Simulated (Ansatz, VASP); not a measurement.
AlN: VASP beside Ansatz

File INCAR:

```
PREC = Accurate ; ENCUT = 600
EDIFF = 1E-7 ; ISMEAR = 0
SIGMA = 0.02 ; LREAL = False
LASPH = True ; NELM = 120
ALGO = Normal ; ISIF = 3
LWAVE = False ; LCHARG = False
GGA = RP ; IBRION = 2
NSW = 100 ; EDIFFG = -0.002
GGA_COMPAT = False ; NELMIN = 4
```

Contents of KPOINTS:

```
Automatic mesh
0
Gamma
  10 10 10
```

The input POSCAR:

```
AlN
1.0
    0.0000000000      2.0345180000      2.0345180000
    2.0345180000      0.0000000000      2.0345180000
    2.0345180000      2.0345180000      0.0000000000
Al N
1 1
Direct
    0.5000000000      0.5000000000      0.5000000000
    0.0000000000      0.0000000000      0.0000000000
```

Input for Ansatz:

```yaml
crystal:
  lattice:
    - [0.0, 2.034518, 2.034518]
    - [2.034518, 0.0, 2.034518]
    - [2.034518, 2.034518, 0.0]
  atoms:
    - { symbol: Al, position: [0.5, 0.5, 0.5] }
    - { symbol: "N", position: [0.0, 0.0, 0.0] }
basis:
  ecutwfc: 420
kpoints:
  mp_grid: { grid: [10, 10, 10] }
hamiltonian:
  xc: rpbe
  pseudopotentials: { kind: paw, azcp: { folder: soft_1 } }
scf:
  occupations: { method: gaussian, width: 0.02 }
output:
  forces: true
  stress: true
  eigenvalues: true
  write_density: true
  write_potential: true
  elf: true
  volumetric_format: npy
relax:
  adjacent_minimum: "off"
  f_tol: 0.002
  max_steps: 80
  cell: { stress_tol: 0.02 }
```

Alike in both runs: task relaxation of cell and atoms; functional RPBE; k mesh 10 × 10 × 10; occupations gaussian, width 0.02 eV; no spin polarisation.

```csv
,VASP,Ansatz
version,VASP 6.6.1,Ansatz 0.2.0
potentials or method,"VASP PAW PBE potentials, release 64 (Al, N), cutoff 600 eV","scalar-relativistic, plane waves, PAW"
valence electrons in the cell,8,8
```

Ansatz gave:

```
gap on the k mesh at the Fermi level, each at its own relaxed structure (eV) : 4.39
relaxed volume (Å³/atom)                                                     : 8.58
relaxed cell length with the largest relative difference (Å)                 : 2.895
```

What did VASP give for the same quantities?

gap on the k mesh at the Fermi level, each at its own relaxed structure (eV): 4.38; relaxed volume (Å³/atom): 8.56; relaxed cell length with the largest relative difference (Å): 2.893.

VASP's potentials were made for PBE, not for RPBE.
